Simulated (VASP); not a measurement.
Here is a VASP 6.6.1 calculation.

The input POSCAR:

```
Sb
1.0
    3.1600000000      0.0000000000      0.0000000000
    0.0000000000      3.1600000000      0.0000000000
    0.0000000000      0.0000000000      3.1600000000
Sb
1
Direct
    0.0000000000      0.0000000000      0.0000000000
```

The input INCAR.step1:

```
PREC     = Accurate       # precision mode
ENCUT    = 520            # plane-wave cutoff, eV
ISMEAR   = -1             # smearing method
SIGMA    = 0.1            # smearing width, eV
LREAL    = False          # projectors in reciprocal space
LASPH    = True           # aspherical terms in the spheres
NELM     = 80             # most SCF steps
NBANDS   = 8              # bands
GGA      = PE             # functional
ALGO     = Normal         # electronic algorithm
EDIFF    = 1E-4           # SCF threshold, eV
LWAVE    = True           # write WAVECAR
LCHARG   = False          # write CHGCAR
```

File INCAR.step2:

```
PREC     = Accurate       # precision mode
ENCUT    = 520            # plane-wave cutoff, eV
EDIFF    = 1E-6           # SCF threshold, eV
ISMEAR   = -1             # smearing method
SIGMA    = 0.1            # smearing width, eV
LREAL    = False          # projectors in reciprocal space
LASPH    = True           # aspherical terms in the spheres
NELM     = 80             # most SCF steps
ALGO     = Normal         # electronic algorithm
ISIF     = 2              # what is computed and relaxed
LWAVE    = False          # write WAVECAR
LCHARG   = False          # write CHGCAR
METAGGA  = R2SCAN         # meta-GGA
LMIXTAU  = True         
IVDW     = 13             # dispersion correction
VDW_S6   = 1.0          
VDW_S8   = 0.6018749    
VDW_A1   = 0.51559235   
VDW_A2   = 5.77342911   
NBANDS   = 8              # bands
ISTART   = 1
```

The input KPOINTS:

```
regular mesh
0
Gamma
  6 6 6
```

Potentials or basis: VASP PAW PBE potentials, release 64 (Sb).

Run with:

```console
$ cat potpaw_PBE.64/Sb/POTCAR > POTCAR
$ cp INCAR.step1 INCAR
$ mpirun -np 1 vasp_std > vasp.out
$ cp INCAR.step2 INCAR
$ mpirun -np 1 vasp_std > vasp.out
```

Problem. What does it give for the pressure?

Solution. -3.6 GPa.

Problem. What does it give for the dispersion energy per atom?

Solution. -0.163 eV.

Caveat: the PAW data sets were made with another functional, which shifts forces and pressure a little; pairwise dispersion overbinds metals, which lowers pressure and volume.
